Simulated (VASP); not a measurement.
# HCl (Fm-3m) in VASP: single point with r2SCAN

Aim: the single point of HCl with r2SCAN.

Program: VASP 6.6.1. These are calculated values, not measurements. Logs are shortened: lines on timing, memory, paths and dates and some standing lists are left out, and cuts for length are marked.

**1. The cell of the first run**

It takes space group Fm-3m (No. 225, cubic). The conventional cell has a = 5.436 Å, b = 5.436 Å, c = 5.436 Å, α = 90.00°, β = 90.00°, γ = 90.00°. Within 3.6 Å of H (site symmetry m-3m) lie 6 Cl at 2.72 Å. Cl (site symmetry m-3m) has 6 H at 2.72 Å within 3.6 Å.

**2. Single point, r2SCAN**

The input, POSCAR:

```
HCl
1.0
    0.0000000000      2.7180012200      2.7180012200
    2.7180012200      0.0000000000      2.7180012200
    2.7180012200      2.7180012200      0.0000000000
H Cl
1 1
Direct
    0.0000000000      0.0000000000      0.0000000000
    0.5000000000      0.5000000000      0.5000000000
```

The input, INCAR.step1:

```
SYSTEM = HCl
ALGO = Normal
EDIFF = 1E-4
ENCUT = 520
GGA = PE
ISMEAR = -5
LASPH = .TRUE.
LCHARG = .FALSE.
LREAL = .FALSE.
LWAVE = .TRUE.
NBANDS = 11
NELM = 80
PREC = Accurate
SIGMA = 0.1
```

The input, INCAR.step2:

```
SYSTEM = HCl
ALGO = Normal
EDIFF = 1E-6
ENCUT = 520
ISIF = 2
ISMEAR = -5
ISTART = 1
LASPH = .TRUE.
LCHARG = .FALSE.
LMIXTAU = .TRUE.
LREAL = .FALSE.
LWAVE = .FALSE.
METAGGA = R2SCAN
NBANDS = 11
NELM = 80
PREC = Accurate
SIGMA = 0.1
```

The input, KPOINTS:

```
k-points
0
G
  8 8 8
  0 0 0
```

Potentials or basis: VASP PAW PBE potentials, release 64 (H, Cl).

Launch:

```
> cat potpaw_PBE.64/H/POTCAR potpaw_PBE.64/Cl/POTCAR > POTCAR
> cp INCAR.step1 INCAR
> mpirun -np 1 vasp_std > vasp.out
> cp INCAR.step2 INCAR
> mpirun -np 1 vasp_std > vasp.out
```

OUTCAR:

```text
SYSTEM = HCl
   EDIFF = 1E-6
   ENCUT = 520
   ISIF = 2
   ISMEAR = -5
   ISTART = 1
   LASPH = .TRUE.
   LREAL = .FALSE.
   METAGGA = R2SCAN
   NELM = 80
   PREC = Accurate

 ion  position               nearest neighbor table
   1  0.000  0.000  0.000-
   2  0.500  0.500  0.500-

  LATTYP: Found a face centered cubic cell.
 ALAT       =     5.4360024400

  Lattice vectors:

 A1 = (   0.0000000000,   2.7180012200,   2.7180012200)
 A2 = (   2.7180012200,   0.0000000000,   2.7180012200)
 A3 = (   2.7180012200,   2.7180012200,   0.0000000000)

Analysis of symmetry for initial positions (statically):
=====================================================================
 Subroutine PRICEL returns:
 Original cell was already a primitive cell.

 Routine SETGRP: Setting up the symmetry group for a
 face centered cubic supercell.

 Subroutine GETGRP returns: Found 48 space group operations
 (whereof 48 operations were pure point group operations)
 out of a pool of 48 trial point group operations.

The static configuration has the point symmetry O_h .

Analysis of symmetry for dynamics (positions and initial velocities):
=====================================================================
 Subroutine PRICEL returns:
 Original cell was already a primitive cell.

 Routine SETGRP: Setting up the symmetry group for a
 face centered cubic supercell.

 Subroutine GETGRP returns: Found 48 space group operations
 (whereof 48 operations were pure point group operations)
 out of a pool of 48 trial point group operations.

The dynamic configuration has the point symmetry O_h .

 Subroutine INISYM returns: Found 48 space group operations
 (whereof 48 operations are pure point group operations),
 and found     1 'primitive' translations

----------------------------------------------------------------------------------------

                                     Primitive cell

  volume of cell :      40.1586

  direct lattice vectors                    reciprocal lattice vectors
     0.000000000  2.718001220  2.718001220    -0.183958711  0.183958711  0.183958711
     2.718001220  0.000000000  2.718001220     0.183958711 -0.183958711  0.183958711
     2.718001220  2.718001220  0.000000000     0.183958711  0.183958711 -0.183958711

  length of vectors
     3.843834188  3.843834188  3.843834188     0.318625833  0.318625833  0.318625833

  position of ions in fractional coordinates (direct lattice)
     0.000000000  0.000000000  0.000000000
     0.500000000  0.500000000  0.500000000

  ion indices of the primitive-cell ions
   primitive index   ion index
                 1           1
                 2           2

----------------------------------------------------------------------------------------

 KPOINTS: k-points

Automatic generation of k-mesh.
 Grid dimensions read from file:
 generate k-points for:    8    8    8

 Generating k-lattice:

  Cartesian coordinates                     Fractional coordinates (reciprocal lattice)
    -0.022994839  0.022994839  0.022994839     0.125000000  0.000000000  0.000000000
     0.022994839 -0.022994839  0.022994839     0.000000000  0.125000000  0.000000000
     0.022994839  0.022994839 -0.022994839     0.000000000  0.000000000  0.125000000

  Length of vectors
     0.039828229  0.039828229  0.039828229

  Shift w.r.t. Gamma in fractional coordinates (k-lattice)
     0.000000000  0.000000000  0.000000000

 TETIRR: Found     76 inequivalent tetrahedra from     3072

 Subroutine IBZKPT returns following result:
 ===========================================

 Found     29 irreducible k-points:

 Following reciprocal coordinates:
            Coordinates               Weight
  0.000000  0.000000  0.000000      1.000000
  0.125000  0.000000  0.000000      8.000000
  0.250000  0.000000  0.000000      8.000000
  0.375000  0.000000  0.000000      8.000000
  0.500000  0.000000  0.000000      4.000000
  0.125000  0.125000  0.000000      6.000000
[... 16 lines left out ...]
  0.500000  0.250000  0.125000     48.000000
 -0.375000  0.250000  0.125000     24.000000
 [... further k-points ...]
   k-points           NKPTS =     29   k-points in BZ     NKDIM =     29   number of bands    NBANDS=     11
   number of dos      NEDOS =    301   number of ions     NIONS =      2
   total plane-waves  NPLWV =  27000
   dimension x,y,z NGX =    30 NGY =   30 NGZ =   30
   dimension x,y,z NGXF=    60 NGYF=   60 NGZF=   60
   ions per type =               1   1
   NGX,Y,Z   is equivalent  to a cutoff of  12.98, 12.98, 12.98 a.u.
   NGXF,Y,Z  is equivalent  to a cutoff of  25.95, 25.95, 25.95 a.u.
 SYSTEM =  HCl
   PREC   = accura    normal or accurate (medium, high low for compatibility)
   ISTART =      1    job   : 0-new  1-cont  2-samecut
   ICHARG =      0    charge: 1-file 2-atom 10-const
   ISPIN  =      1    spin polarized calculation?
   LNONCOLLINEAR =      F non collinear calculations
   LSORBIT =      F    spin-orbit coupling
   LASPH  =      T    aspherical Exc in radial PAW
   ENCUT  =  520.0 eV  38.22 Ry    6.18 a.u.   7.15  7.15  7.15*2*pi/ulx,y,z
   NELM   =     80;   NELMIN=  2; NELMDL=  0     # of ELM steps
   EDIFF  = 0.1E-05   stopping-criterion for ELM
   LREAL  =      F    real-space projection
   EDIFFG = 0.1E-04   stopping-criterion for IOM
   NSW    =      0    number of steps for IOM
   IBRION =     -1    ionic relax: 0-MD 1-quasi-New 2-CG
   NFREE  =      0    steps in history (QN), initial steepest desc. (CG)
   ISIF   =      2    stress and relaxation
   ISYM   =      2    0-nonsym 1-usesym 2-fastsym
   POTIM  = 0.5000    time-step for ionic-motion
   TEBEG  =    0.0;   TEEND  =   0.0 temperature during run
   PSTRESS=    0.0 pullay stress
   NELECT =       8.0000    total number of electrons
   NUPDOWN=      -1.0000    fix difference up-down
   EMIN   =  10.00;   EMAX   =-10.00  energy-range for DOS
   EFERMI =   0.00;   METHOD = LEGACY
   ISMEAR =    -5;   SIGMA  =   0.10  broadening in eV -4-tet -1-fermi 0-gaus
   EFERMI_NEDOS =   21; number of points for ismear=-14 and -15
   IALGO  =     38    algorithm
   IMIX   =      4    mixing-type and parameters
     AMIX     =   0.40;   BMIX     =  1.00
     AMIX_MAG =   1.60;   BMIX_MAG =  1.00
  volume/ion in A,a.u.               =      20.08       135.50
  Fermi-wavevector in a.u.,A,eV,Ry     =   0.956119  1.806803 12.437944  0.914163
  Thomas-Fermi vector in A             =   2.085018
   LORBIT       =      0    0 simple, 1 ext, 2 COOP (PROOUT), +10 PAW based schemes
   METAGGA = R2SCAN    functional components
   LHFCALC =     F    Hartree Fock is set to
   AEXX    =    0.0000 exact exchange contribution
   IVDW    =     0    specifies the selected vdW correction
   LEPSILON=     F    determine dielectric tensor
   LRPA    =     F    only Hartree local field effects (RPA)
 non-spin polarized calculation
 Fermi weights with tetrahedron method with Bloechl corrections
  energy-cutoff  :      520.00
  volume of cell :       40.16
 maximum number of plane-waves:      1106
 NGX is ok and might be reduce to    30
   NGX = 15   NGY = 15   NGZ = 15

 number of electron       8.0000000 magnetization

 Free energy of the ion-electron system (eV)
  ---------------------------------------------------
  ext. energy  EPLUGINS =         0.00000000
  ---------------------------------------------------
  free energy    TOTEN  =        -7.11909978 eV

  energy without entropy =       -7.11909978  energy(sigma->0) =       -7.11909978

 E-fermi :  -2.4776     XC(G=0):  -8.0854

 val. band max:       -2.4771258713   @ k =   0.0000   0.0000   0.0000
 cond. band min:      -2.4845642901   @ k =   0.5000   0.5000   0.0000
 fundamental gap:     -0.0074384189
 Fermi energy:        -2.4776167400

 k-point     1 :       0.0000    0.0000    0.0000
  band No.  band energies     occupation
      1     -16.1571      2.00000
      2      -2.4771      2.00000
      3      -2.4771      1.99973
      4      -2.4771      1.99972
      5      -2.4008      0.00000
      6      10.0964      0.00000
      7      11.0361      0.00000
      8      11.0361      0.00000
      9      11.0361      0.00000
     10      13.4536      0.00000
     11      13.4536      0.00000

 k-point     2 :       0.1250    0.0000    0.0000
  band No.  band energies     occupation
      1     -16.1007      2.00000
      2      -3.5573      2.00000
      3      -2.5061      1.99998
      4      -2.5061      1.99998
      5      -1.4025      0.00000
      6       9.4152      0.00000
      7      10.7309      0.00000
      8      11.1250      0.00000
      9      11.1250      0.00000
     10      12.6303      0.00000
     11      12.6303      0.00000

 k-point     3 :       0.2500    0.0000    0.0000
  band No.  band energies     occupation
      1     -15.9590      2.00000
      2      -4.5764      2.00000
      3      -2.5740      2.00000
      4      -2.5740      2.00000
      5      -0.5870      0.00000
      6       7.8874      0.00000
      7      10.5553      0.00000
      8      10.5553      0.00000
      9      11.1925      0.00000
     10      12.9825      0.00000
     11      12.9825      0.00000

 k-point     4 :       0.3750    0.0000    0.0000
  band No.  band energies     occupation
      1     -15.8089      2.00000
      2      -5.3030      2.00000
      3      -2.6392      2.00000
      4      -2.6392      2.00000
      5      -0.0663      0.00000
      6       6.7566      0.00000
      7       9.8560      0.00000
      8       9.8560      0.00000
      9      12.2426      0.00000
     10      14.4244      0.00000
     11      14.4244      0.00000

 k-point     5 :       0.5000    0.0000    0.0000
  band No.  band energies     occupation
      1     -15.7440      2.00000
      2      -5.5686      2.00000
      3      -2.6654      2.00000
      4      -2.6653      2.00000
      5       0.1156      0.00000
      6       6.3483      0.00000
      7       9.6016      0.00000
      8       9.6017      0.00000
      9      13.0315      0.00000
     10      15.5417      0.00000
     11      15.5417      0.00000
[... 211 lines left out ...]
 k-point    21 :       0.5000    0.5000    0.0000
  band No.  band energies     occupation
      1     -15.6352      2.00000
      2      -4.2818      2.00000
      3      -3.1440      2.00000
      4      -3.1440      2.00000
      5      -2.4846      0.00017
      6       7.7586      0.00000
      7      10.8504      0.00000
      8      13.7057      0.00000
      9      13.8532      0.00000
     10      13.8533      0.00000
     11      15.4760      0.00000

 k-point    22 :       0.3750    0.2500    0.1250
  band No.  band energies     occupation
      1     -15.8559      2.00000
      2      -4.6707      2.00000
      3      -2.9783      2.00000
      4      -2.6951      2.00000
      5      -0.6511      0.00000
      6       8.3098      0.00000
      7       9.0010      0.00000
      8      10.8361      0.00000
      9      12.2762      0.00000
     10      13.0596      0.00000
     11      14.9524      0.00000

 k-point    23 :       0.5000    0.2500    0.1250
  band No.  band energies     occupation
      1     -15.7367      2.00000
      2      -5.0001      2.00000
      3      -3.1945      2.00000
      4      -2.8287      2.00000
      5      -0.5379      0.00000
      6       7.7885      0.00000
      7       9.2490      0.00000
      8      10.5084      0.00000
      9      12.7977      0.00000
     10      14.1418      0.00000
     11      16.1839      0.00000

 k-point    24 :      -0.3750    0.2500    0.1250
  band No.  band energies     occupation
      1     -15.6857      2.00000
      2      -5.1341      2.00000
      3      -3.2551      2.00000
      4      -2.9121      2.00000
      5      -0.4982      0.00000
      6       7.5374      0.00000
      7       9.5354      0.00000
      8      10.4138      0.00000
      9      13.2220      0.00000
     10      14.3919      0.00000
     11      16.2214      0.00000

 [... further k-points ...]
[... 5 lines left out ...]
  --------------------------------------------------------------------------------------
  -------------------------------------------------------------------------------------
  Total       -2.5624629     -2.5624629     -2.5624629      0.0000000      0.0000000     -0.0000000
  in kB     -102.2325581   -102.2325581   -102.2325581      0.0000000      0.0000000     -0.0000000
  external PRESSURE =    -102.2325581 kB  Pullay stress =       0.0000000 kB

 VOLUME and BASIS-vectors are now :
 -----------------------------------------------------------------------------
  energy-cutoff  :      520.00
  volume of cell :       40.16
      direct lattice vectors                 reciprocal lattice vectors
     0.000000000  2.718001220  2.718001220    -0.183958711  0.183958711  0.183958711
     2.718001220  0.000000000  2.718001220     0.183958711 -0.183958711  0.183958711
     2.718001220  2.718001220  0.000000000     0.183958711  0.183958711 -0.183958711

 POSITION                                       TOTAL-FORCE (eV/Angst)
 -----------------------------------------------------------------------------------
      0.00000      0.00000      0.00000        -0.000000      0.000000     -0.000000
      2.71800      2.71800      2.71800         0.000000      0.000000      0.000000
 -----------------------------------------------------------------------------------
    total drift:                                0.000000     -0.000000      0.000000

  FREE ENERGIE OF THE ION-ELECTRON SYSTEM (eV)
  ---------------------------------------------------
  free  energy   TOTEN  =        -7.1190997817 eV

  energy  without entropy=       -7.1190997817  energy(sigma->0) =       -7.11909978
```

Run time: 34 s. Hardware: 1 thread of Intel Xeon Platinum 8488C (Sapphire Rapids), shared host; peak memory 0.16 GiB.

Results:

* Free energy: -7.1191 eV
* Pressure: -10.2 GPa
* Band gap on the k mesh: zero (band 4 reaches -2.48 eV, above the bottom of band 5 at -2.48 eV)

Levels at points of the mesh, in eV from the Fermi level:
```
           k point  band 1  band 2  band 3  band 4  band 5  band 6  band 7  band 8
(0.00, 0.00, 0.00)  -13.68    0.00    0.00    0.00    0.08   12.57   13.51   13.51
(0.50, 0.00, 0.00)  -13.27   -3.09   -0.19   -0.19    2.59    8.83   12.08   12.08
(0.50, 0.50, 0.00)  -13.16   -1.80   -0.67   -0.67   -0.01   10.24   13.33   16.18
```

Caveat: the PAW data sets were made with another functional, which shifts forces and pressure a little; tetrahedron occupations give inexact forces and stress in metals.
